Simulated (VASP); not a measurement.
Input of a VASP 6.6.1 run:

File INCAR:

```
SYSTEM = ZrAl5N6
PREC = Accurate
ENCUT = 600
EDIFF = 1E-7
ISMEAR = 0
SIGMA = 0.1
LREAL = .False.
LASPH = .True.
NELM = 80
ALGO = Normal
ISIF = 3
LWAVE = .False.
LCHARG = .False.
GGA = PE
IBRION = 2
NSW = 90
EDIFFG = -0.04
```

KPOINTS

```
regular mesh
0
Gamma
  6 6 2
  0 0 0
```

POSCAR

```
ZrAl5N6
1.0
    3.3304038000      0.0000000000      0.0000000000
    0.0000000000      3.3304038000      0.0000000000
    0.0000000000      0.0000000000     14.1297066700
Zr Al N
1 5 6
Direct
    0.0000000000      0.0000000000      0.0000000000
    0.0000000000      0.0000000000      0.6666666700
    0.5000000000      0.5000000000      0.8333333300
    0.5000000000      0.5000000000      0.1666666700
    0.0000000000      0.0000000000      0.3333333300
    0.5000000000      0.5000000000      0.5000000000
    0.0000000000      0.0000000000      0.8333333300
    0.5000000000      0.5000000000      0.0000000000
    0.0000000000      0.0000000000      0.1666666700
    0.5000000000      0.5000000000      0.3333333300
    0.0000000000      0.0000000000      0.5000000000
    0.5000000000      0.5000000000      0.6666666700
```

Potentials or basis: VASP PAW PBE potentials, release 64 (Zr_sv, Al, N).

Launch:

```sh
$ cat potpaw_PBE.64/Zr_sv/POTCAR potpaw_PBE.64/Al/POTCAR potpaw_PBE.64/N/POTCAR > POTCAR
$ mpirun -np 1 vasp_std > vasp.out
```

Question: Predict the band gap on the k mesh.

Answer: Zero (an odd number of electrons rules out a gap without spin polarisation).

Question: Estimate the relaxed volume.

Answer: 9.33 Å³/atom.

Question: Estimate the relaxed cell.

Answer: a = 2.988 Å, b = 2.988 Å, c = 12.536 Å, α = 90.00°, β = 90.00°, γ = 90.00°.

Forces in eV/Å, atoms in the order of the input:
```
Zr   0.000  0.000  0.000
Al   0.000  0.000  0.031
Al   0.000  0.000 -0.028
Al   0.000  0.000  0.028
Al   0.000  0.000 -0.031
Al   0.000  0.000  0.000
N    0.000  0.000 -0.008
N    0.000  0.000  0.000
N    0.000  0.000  0.008
N    0.000  0.000  0.037
N    0.000  0.000  0.000
N    0.000  0.000 -0.037
```

Caveat: the volume moved by over 15 % at a fixed basis, so the end points are rough.
